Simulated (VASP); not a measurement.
# BN (F-43m) in VASP: a series of runs, part 2 of 2

VASP 6.6.1. Earlier steps stand in the parts before.

### 4 Dielectric tensor, r2SCAN

This run uses another cell than the first one, of 5.88 Å³/atom, 1.003 times its volume.

INCAR reads:

```
SYSTEM = BN
ALGO = Normal ; EDIFF = 1E-8
ENCUT = 520 ; ISIF = 2
ISMEAR = 0 ; LASPH = .True.
LCALCEPS = .True. ; LCHARG = .False.
LMIXTAU = .True. ; LREAL = .False.
LWAVE = .False. ; METAGGA = R2SCAN
NELM = 100 ; PREC = Accurate
SIGMA = 0.01
```

KPOINTS reads:

```
k-points
0
Gamma
  10 10 10
  0 0 0
```

POSCAR reads:

```
BN
1.0
    0.0000000000      1.8048254535      1.8048254535
    1.8048254535      0.0000000000      1.8048254535
    1.8048254535      1.8048254535      0.0000000000
B N
1 1
Direct
    0.0000000000      0.0000000000      0.0000000000
    0.2500000000      0.2500000000      0.2500000000
```

Potentials or basis: VASP PAW PBE potentials, release 64 (B, N).

Command:

```console
$ cat potpaw_PBE.64/B/POTCAR potpaw_PBE.64/N/POTCAR > POTCAR
$ mpirun -np 1 vasp_std > vasp.out
```

OUTCAR:

```text
SYSTEM = BN
   EDIFF = 1E-8
   ENCUT = 520
   ISIF = 2
   ISMEAR = 0
   LASPH = .True.
   LREAL = .False.
   METAGGA = R2SCAN
   NELM = 100
   PREC = Accurate

 ion  position               nearest neighbor table
   1  0.000  0.000  0.000-   2 1.56   2 1.56   2 1.56   2 1.56
   2  0.250  0.250  0.250-   1 1.56   1 1.56   1 1.56   1 1.56

  LATTYP: Found a face centered cubic cell.
 ALAT       =     3.6096509070

  Lattice vectors:

 A1 = (   0.0000000000,   1.8048254535,   1.8048254535)
 A2 = (   1.8048254535,   0.0000000000,   1.8048254535)
 A3 = (   1.8048254535,   1.8048254535,   0.0000000000)

Analysis of symmetry for initial positions (statically):
=====================================================================
 Subroutine PRICEL returns:
 Original cell was already a primitive cell.

 Routine SETGRP: Setting up the symmetry group for a
 face centered cubic supercell.

 Subroutine GETGRP returns: Found 24 space group operations
 (whereof 24 operations were pure point group operations)
 out of a pool of 48 trial point group operations.

The static configuration has the point symmetry T_d .

Analysis of symmetry for dynamics (positions and initial velocities):
=====================================================================
 Subroutine PRICEL returns:
 Original cell was already a primitive cell.

 Routine SETGRP: Setting up the symmetry group for a
 face centered cubic supercell.

 Subroutine GETGRP returns: Found 24 space group operations
 (whereof 24 operations were pure point group operations)
 out of a pool of 48 trial point group operations.

The dynamic configuration has the point symmetry T_d .

 Subroutine INISYM returns: Found 24 space group operations
 (whereof 24 operations are pure point group operations),
 and found     1 'primitive' translations

----------------------------------------------------------------------------------------

                                     Primitive cell

  volume of cell :      11.7581

  direct lattice vectors                    reciprocal lattice vectors
     0.000000000  1.804825453  1.804825453    -0.277035100  0.277035100  0.277035100
     1.804825453  0.000000000  1.804825453     0.277035100 -0.277035100  0.277035100
     1.804825453  1.804825453  0.000000000     0.277035100  0.277035100 -0.277035100

  length of vectors
     2.552408634  2.552408634  2.552408634     0.479838869  0.479838869  0.479838869

  position of ions in fractional coordinates (direct lattice)
     0.000000000  0.000000000  0.000000000
     0.250000000  0.250000000  0.250000000

  ion indices of the primitive-cell ions
   primitive index   ion index
                 1           1
                 2           2

----------------------------------------------------------------------------------------

 KPOINTS: k-points

Automatic generation of k-mesh.
 Grid dimensions read from file:
 generate k-points for:   10   10   10

 Generating k-lattice:

  Cartesian coordinates                     Fractional coordinates (reciprocal lattice)
[... 75 lines left out ...]
   ISMEAR =     0;   SIGMA  =   0.01  broadening in eV -4-tet -1-fermi 0-gaus
   EFERMI_NEDOS =   21; number of points for ismear=-14 and -15
   IALGO  =     38    algorithm
   IMIX   =      4    mixing-type and parameters
     AMIX     =   0.40;   BMIX     =  1.00
     AMIX_MAG =   1.60;   BMIX_MAG =  1.00
  volume/ion in A,a.u.               =       5.88        39.67
  Fermi-wavevector in a.u.,A,eV,Ry     =   1.439880  2.720979 28.208337  2.073254
  Thomas-Fermi vector in A             =   2.558686
   LORBIT       =      0    0 simple, 1 ext, 2 COOP (PROOUT), +10 PAW based schemes
   METAGGA = R2SCAN    functional components
   LHFCALC =     F    Hartree Fock is set to
   AEXX    =    0.0000 exact exchange contribution
   IVDW    =     0    specifies the selected vdW correction
   LEPSILON=     F    determine dielectric tensor
   LRPA    =     F    only Hartree local field effects (RPA)
   LRPA       =     F
 non-spin polarized calculation
 Gauss-broadening in eV      SIGMA  =   0.01
  energy-cutoff  :      520.00
  volume of cell :       11.76
 maximum number of plane-waves:       332
   NGX =  9   NGY =  9   NGZ =  9

 number of electron       7.9999999 magnetization

 Free energy of the ion-electron system (eV)
  ---------------------------------------------------
  ext. energy  EPLUGINS =         0.00000000
  ---------------------------------------------------
  free energy    TOTEN  =       -19.17162298 eV

  energy without entropy =      -19.17162298  energy(sigma->0) =      -19.17162298

 E-fermi :   7.3496     XC(G=0): -13.6699

 val. band max:        7.2973655549   @ k =   0.0000   0.0000   0.0000
 cond. band min:   10000.0000000000   @ k =   0.0000   0.0000   0.0000
 fundamental gap:   9992.7026344451
 Fermi energy:         7.3496114555

 k-point     1 :       0.0000    0.0000    0.0000
  band No.  band energies     occupation
      1     -14.0456      2.00000
      2       7.2971      2.00000
      3       7.2973      2.00000
      4       7.2974      2.00000
      5   10000.0000      0.00000
      6   10000.0000      0.00000
      7   10000.0000      0.00000
      8   10000.0000      0.00000
[... 243 lines left out ...]
 k-point    24 :       0.4000    0.3000    0.0000
  band No.  band energies     occupation
      1     -10.1428      2.00000
      2       0.1588      2.00000
      3       2.5927      2.00000
      4       3.0479      2.00000
      5   10000.0000      0.00000
      6   10000.0000      0.00000
      7   10000.0000      0.00000
      8   10000.0000      0.00000

 [... further k-points ...]

------------------------ aborting loop because EDIFF is reached ----------------------------------------

            Ionic dipole moment: p[ion]=(     4.51206     4.51206     4.51206 ) |e| Angst

 Total electronic dipole moment: p[elc]=(     0.00249     0.00249     0.00478 ) |e| Angst

 MACROSCOPIC STATIC DIELECTRIC TENSOR (including local field effects)
 ------------------------------------------------------
           4.521668     0.000000     0.000000
           0.000000     4.521668     0.000000
          -0.000000     0.000000     4.521668
 ------------------------------------------------------

 PIEZOELECTRIC TENSOR (including local field effects) (e Angst)
          XX          YY          ZZ          XY          YZ          ZX
  --------------------------------------------------------------------------------
  x     0.00000     0.00000     0.00000     0.00000    -0.80890    -0.00000
  y     0.00000     0.00000     0.00000    -0.00000     0.00000    -0.80890
  z     0.00000     0.00000     0.00000    -0.80890     0.00000    -0.00000

 PIEZOELECTRIC TENSOR (including local field effects) (C/m^2)
          XX          YY          ZZ          XY          YZ          ZX
  --------------------------------------------------------------------------------
  x     0.00000     0.00000     0.00000     0.00000    -1.10223    -0.00000
  y     0.00000     0.00000     0.00000    -0.00000     0.00000    -1.10223
  z     0.00000     0.00000     0.00000    -1.10223     0.00000    -0.00000

 BORN EFFECTIVE CHARGES (including local field effects) (in |e|, cummulative output)
 ---------------------------------------------------------------------------------
 ion    1
    1     2.02528     0.00000     0.00000
    2     0.00000     2.02528     0.00000
    3     0.00000    -0.00000     2.02528
 ion    2
    1    -2.02528     0.00000    -0.00000
    2     0.00000    -2.02528    -0.00000
    3     0.00000     0.00000    -2.02528

  FORCE on cell =-STRESS in cart. coord.  units (eV):
  Direction    XX          YY          ZZ          XY          YZ          ZX
  --------------------------------------------------------------------------------------
  -------------------------------------------------------------------------------------
  Total        0.0837131      0.0837131      0.0837131     -0.0000000      0.0000000      0.0000000
  in kB       11.4069251     11.4069251     11.4069251     -0.0000000      0.0000000      0.0000000
  external PRESSURE =      11.4069251 kB  Pullay stress =       0.0000000 kB

 VOLUME and BASIS-vectors are now :
 -----------------------------------------------------------------------------
  energy-cutoff  :      520.00
  volume of cell :       11.76
      direct lattice vectors                 reciprocal lattice vectors
     0.000000000  1.804825453  1.804825453    -0.277035100  0.277035100  0.277035100
     1.804825453  0.000000000  1.804825453     0.277035100 -0.277035100  0.277035100
     1.804825453  1.804825453  0.000000000     0.277035100  0.277035100 -0.277035100

 POSITION                                       TOTAL-FORCE (eV/Angst)
 -----------------------------------------------------------------------------------
      0.00000      0.00000      0.00000        -0.000000     -0.000000     -0.000000
      0.90241      0.90241      0.90241         0.000000      0.000000      0.000000
 -----------------------------------------------------------------------------------
    total drift:                                0.000000      0.000000      0.000000

  FREE ENERGIE OF THE ION-ELECTRON SYSTEM (eV)
  ---------------------------------------------------
  free  energy   TOTEN  =       -19.1716229836 eV

  energy  without entropy=      -19.1716229836  energy(sigma->0) =      -19.17162298
```

Wall time 12 min (1 thread of AMD EPYC 9R45 (Zen 5), shared host); peak memory 0.21 GiB.

Results:

* Band gap on the k mesh: 4.98 eV, indirect (least direct gap 9.55 eV)
* Electronic dielectric tensor (diagonal): 4.52
* Born charges (mean of the diagonal): B +2.03; N -2.03 e

Electronic dielectric tensor:
```
4.52 0.00 0.00
0.00 4.52 0.00
0.00 0.00 4.52
```

Born effective charge tensors (e):
atom 1, B
```
2.03 0.00 0.00
0.00 2.03 0.00
0.00 0.00 2.03
```
atom 2, N
```
-2.03  0.00  0.00
 0.00 -2.03  0.00
 0.00  0.00 -2.03
```

Dipole moments of the cell (e·Å, modulo the quantum): ionic 4.512, 4.512, 4.512; electronic 0.002, 0.002, 0.005

Caveat: the PAW data sets were made with another functional, which shifts forces and pressure a little. r2SCAN opens gaps a little over a GGA but as a rule still falls short of measured ones.

### 5 G0W0 quasiparticle levels, PBE

This run uses another cell than the first one, of 5.88 Å³/atom, 1.003 times its volume.

POSCAR is that of step 4.

INCAR.step1 reads:

```
PREC = Accurate ; ENCUT = 500
EDIFF = 1E-8 ; ISMEAR = 0
SIGMA = 0.01 ; LREAL = False
LASPH = True ; NELM = 100
ALGO = Normal ; LWAVE = True
LCHARG = False ; GGA = PE
```

INCAR.step2 reads:

```
PREC = Accurate ; ENCUT = 500
EDIFF = 1E-8 ; ISMEAR = 0
SIGMA = 0.01 ; LREAL = False
LASPH = True ; NELM = 1
ALGO = Exact ; LWAVE = True
LCHARG = False ; GGA = PE
NBANDS = 39 ; LOPTICS = True
ISTART = 1
```

INCAR.step3 reads:

```
PREC = Accurate ; ENCUT = 500
EDIFF = 1E-8 ; ISMEAR = 0
SIGMA = 0.01 ; LREAL = False
LASPH = True ; ALGO = EVGW0
LWAVE = False ; LCHARG = False
GGA = PE ; NELMGW = 1
NBANDS = 39 ; ENCUTGW = 120.0
NOMEGA = 48 ; PRECFOCK = Fast
ISTART = 1 ; NBANDSGW = 12
```

KPOINTS reads:

```
regular mesh
0
Gamma
  6 6 6
```

Potentials or basis: VASP PAW PBE potentials, release 64 (B_GW, N_GW).

Command:

```console
$ cat potpaw_PBE.64/B_GW/POTCAR potpaw_PBE.64/N_GW/POTCAR > POTCAR
$ cp INCAR.step1 INCAR
$ mpirun -np 1 vasp_std > vasp.out
$ cp INCAR.step2 INCAR
$ mpirun -np 1 vasp_std > vasp.out
$ cp INCAR.step3 INCAR
$ mpirun -np 1 vasp_std > vasp.out
```

OUTCAR:

```text
PREC = Accurate
   ENCUT = 500
   EDIFF = 1E-8
   ISMEAR = 0
   LREAL = False
   LASPH = True
   GGA = PE
   NELMGW = 1
   ENCUTGW = 120.0
   PRECFOCK = Fast
   ISTART = 1

 ion  position               nearest neighbor table
   1  0.000  0.000  0.000-   2 1.56   2 1.56   2 1.56   2 1.56
   2  0.250  0.250  0.250-   1 1.56   1 1.56   1 1.56   1 1.56

[... 191 lines left out ...]
      2       7.5171       6.9419     -18.9957     -18.2998     -21.9092       0.8264       2.0000       0.0873
      3       7.5171       6.9419     -18.9957     -18.2998     -21.9092       0.8264       2.0000       0.0873
      4       7.5171       6.9419     -18.9957     -18.2998     -21.9092       0.8264       2.0000       0.0873
      5      16.3585      17.8367     -12.0267     -13.8009      -7.0177       0.8332       0.0000      -0.1120
      6      16.3585      17.8367     -12.0267     -13.8009      -7.0177       0.8332       0.0000      -0.1120
      7      16.3585      17.8367     -12.0267     -13.8009      -7.0177       0.8332       0.0000      -0.1120
      8      17.9365      19.2619     -13.8222     -15.4444      -8.3820       0.8171       0.0000      -0.1367
      9      32.3460      32.9685     -10.6731     -11.4569      -3.3124       0.7943       0.0000      -0.6134
     10      35.3495      36.7921     -11.6232     -13.3424      -5.4646       0.8391       0.0000      -0.5771
     11      35.3495      36.7921     -11.6232     -13.3424      -5.4646       0.8391       0.0000      -0.5771
     12      35.9536      36.8793     -10.0160     -11.1067      -3.0540       0.8487       0.0000      -1.0488
[... 228 lines left out ...]
      1      -6.9251      -8.3242     -19.3407     -17.4809     -26.9063       0.7523       2.0000       0.6877
      2      -0.7040      -2.1812     -17.3493     -15.4654     -22.1106       0.7841       2.0000       0.2053
      3       1.2943       0.0492     -17.3675     -15.8126     -21.4612       0.8008       2.0000       0.1527
      4       1.3344       0.1443     -16.8150     -15.3355     -20.6535       0.8044       2.0000       0.1447
      5      15.3084      16.4435     -12.5454     -13.9037      -7.8517       0.8356       0.0000      -0.1082
      6      19.5701      20.8410     -12.0279     -13.5608      -6.6699       0.8291       0.0000      -0.1327
      7      22.6632      24.4060     -13.0189     -15.2165      -6.4472       0.7931       0.0000      -0.2237
      8      24.3752      26.2300     -13.2590     -15.6215      -6.4999       0.7851       0.0000      -0.2513
      9      27.1737      28.9831     -13.9163     -16.2398      -6.8276       0.7788       0.0000      -0.3408
     10      33.4907      35.1427     -11.8449     -13.9142      -4.2245       0.7983       0.0000      -0.7541
     11      37.7926      39.0174     -11.3962     -12.8791      -4.1988       0.8259       0.0000      -0.9828
     12      40.9414      42.4128     -11.1678     -12.9550      -3.8572       0.8233       0.0000      -1.0812
```

OUTCAR.step2:

```text
PREC = Accurate
   ENCUT = 500
   EDIFF = 1E-8
   ISMEAR = 0
   LREAL = False
[... 849 lines left out ...]
     0.00000     4.80232     4.80232     4.80232     0.00000    -0.00000     0.00000
     1.55277     4.86382     4.86382     4.86382     0.00000    -0.00000     0.00000
     3.10553     5.06544     5.06544     5.06544     0.00000    -0.00000     0.00000
     4.65830     5.46438     5.46438     5.46438     0.00000    -0.00000     0.00000
     6.21106     6.22075     6.22075     6.22075     0.00000    -0.00000     0.00000
     7.76383     7.92596     7.92596     7.92596     0.00000    -0.00000     0.00000
[... 92 lines left out ...]
   152.17105     0.95897     0.95897     0.95897    -0.00000     0.00000    -0.00000
   153.72382     0.95986     0.95986     0.95986    -0.00000     0.00000    -0.00000
```

It took 81 s on 1 thread of Intel Xeon 8259CL, shared host; peak memory 0.19 GiB.

Results:

```yaml
Band_gap_on_the_k_mesh_mean-field_level: 4.47 eV, indirect (least direct gap 8.84 eV)
Quasiparticle_gap: 5.85 eV
Least_direct_quasiparticle_gap: 10.89 eV
```

Caveat: the k points lie up to 0.50 Å⁻¹ apart; the cutoff is under 1.25 times the usual one of these potentials, so pressure, stress and relaxed cells hold a basis-set (Pulay) error; bands, screening cutoff and mesh are small and nothing is extrapolated, so the quasiparticle values aren't converged. A k mesh can miss the band edges.

### 6 Summary

| task | level | potentials or basis | cell | k mesh | cutoff (eV) | GW scheme | GW iterations | cutoff of the response function | frequency points | empty bands | gap on the mesh (eV) |
| --- | --- | --- | --- | --- | --- | --- | --- | --- | --- | --- | --- |
| vibrations by perturbation theory | PBEsol | VASP PAW PBE potentials, release 64 (B, N) | a = 2.550 Å, angles 60.0°, 2 atoms | 10 × 10 × 10 | 520 | - | - | - | - | - | - |
| dielectric tensor | PBE | VASP PAW PBE potentials, release 64 (B, N) | a = 2.552 Å, angles 60.0°, 2 atoms | 10 × 10 × 10 | 520 | - | - | - | - | - | 4.46 |
| dielectric tensor | r2SCAN | VASP PAW PBE potentials, release 64 (B, N) | a = 2.552 Å, angles 60.0°, 2 atoms | 10 × 10 × 10 | 520 | - | - | - | - | - | 4.98 |
| G0W0 quasiparticle levels | PBE | VASP PAW PBE potentials, release 64 (B_GW, N_GW) | a = 2.552 Å, angles 60.0°, 2 atoms | 6 × 6 × 6 | 500 | G0W0 | 1 | 120 | 48 | 35 | - |

Alike in all rows: no spin polarisation; smearing gaussian 0.01 eV.

Caveats: some runs use coarse meshes; the PAW data sets were made with another functional, which shifts forces and pressure a little (some runs); the cutoff is under 1.25 times the usual one of these potentials, so pressure, stress and relaxed cells hold a basis-set (Pulay) error (some runs); bands, screening cutoff and mesh are small and nothing is extrapolated, so the quasiparticle values aren't converged (some runs).

Total energies depend on the potentials used, so only differences within one code and one set of settings carry meaning.
